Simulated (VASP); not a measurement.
A run of VASP 6.6.1 is set up as follows.

The input INCAR:

```
SYSTEM = TiSnTe3
PREC = Accurate ; ENCUT = 600
EDIFF = 1E-6 ; ISMEAR = 0
SIGMA = 0.1 ; LREAL = .False.
LASPH = .True. ; NELM = 100
ALGO = Normal ; ISIF = 3
LWAVE = .False. ; LCHARG = .False.
GGA = PE ; IBRION = 2
NSW = 90 ; EDIFFG = -0.04
```

KPOINTS

```
regular mesh
0
Gamma
  4 4 4
  0 0 0
```

POSCAR

```
TiSnTe3
1.0
    5.0247071400      0.0000000000      0.0000000000
    0.0000000000      5.0247071400      0.0000000000
    0.0000000000      0.0000000000      6.8831629400
Ti Sn Te
1 1 3
Direct
    0.5000000000      0.5000000000      0.8655555900
    0.0000000000      0.0000000000      0.7514637200
    0.0000000000      0.5000000000      0.6358629100
    0.5000000000      0.0000000000      0.6358629100
    0.0000000000      0.0000000000      0.2557646100
```

Potentials or basis: VASP PAW PBE potentials, release 64 (Ti_sv, Sn_d, Te).

Run with:

```console
$ cat potpaw_PBE.64/Ti_sv/POTCAR potpaw_PBE.64/Sn_d/POTCAR potpaw_PBE.64/Te/POTCAR > POTCAR
$ mpirun -np 1 vasp_std > vasp.out
```

(1) What does it give for the band gap on the k mesh?

(2) What does it give for the relaxed cell?

## Answers

(1) zero (bands 22 and 23 overlap by 0.16 eV).

(2) a = 4.968 Å, b = 4.968 Å, c = 7.402 Å, α = 90.00°, β = 90.00°, γ = 90.00°.

Caveat: spin-orbit coupling is left out, which moves the levels of the heavy elements.
